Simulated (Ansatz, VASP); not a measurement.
# Two plane-wave programs on H7C2N

```xyz
30
Lattice="6.8873 0.0000 0.0000 0.0000 6.8873 0.0000 0.0000 0.0000 6.8873" Properties=species:S:1:pos:R:3 pbc="T T T"
C     1.3860    2.7707    2.7902
C     0.4080    2.7563    1.8829
C     3.7484    5.7010    3.5291
C     2.7660    6.0530    2.7026
C    -0.0661    5.8237    5.0770
C     0.2322    7.0970    5.3280
H     1.2253    3.1273    3.8109
H     2.4017    2.4484    2.5337
H    -0.6004    3.1143    2.1165
H     0.5991    2.4209    0.8581
H     3.8675    6.1497    4.5232
H     4.4826    4.9433    3.2465
H     2.0176    6.7980    2.9953
H     2.6711    5.5885    1.7122
H    -0.0253    5.4289    4.0593
H    -0.3798    5.1377    5.8680
H     0.5391    7.7766    4.5308
H     0.1856    7.5284    6.3304
H     4.2648    1.8136    7.3452
H     3.4389    0.3942    7.3342
H     3.8066    1.1506    5.9276
H     5.9519    7.0136    2.3414
H     7.0732    6.4674    1.2844
H     5.4808    6.1278    1.0495
H     2.0515    5.0082    6.0699
H     3.2795    4.0595    5.5817
H     2.4469    3.6554    6.9268
N     3.4923    1.3191    6.8891
N     6.2078    6.2114    1.7651
N     2.8442    4.4561    6.4208
```

Alike in both runs: functional PBE; k mesh 1 × 1 × 1; occupations fermi-dirac, width 0.05 eV; no spin polarisation.

Ansatz relaxed the structure, and its values are those at the end. VASP's run is a single point on that final structure, the one shown.

```csv
,VASP,Ansatz
version,VASP 6.6.1,Ansatz 0.2.0
potentials or method,"VASP PAW PBE potentials, release 64 (C, H, N), cutoff 520 eV","scalar-relativistic, plane waves, PAW"
valence electrons in the cell,60,60
```

|  | VASP | Ansatz | Ansatz less VASP |
| --- | --- | --- | --- |
| rms of the force components (eV/Å) | 0.086 | 0.084 | -0.0020 |

The functional is the same, so the differences come from potentials, cutoffs and numerics.
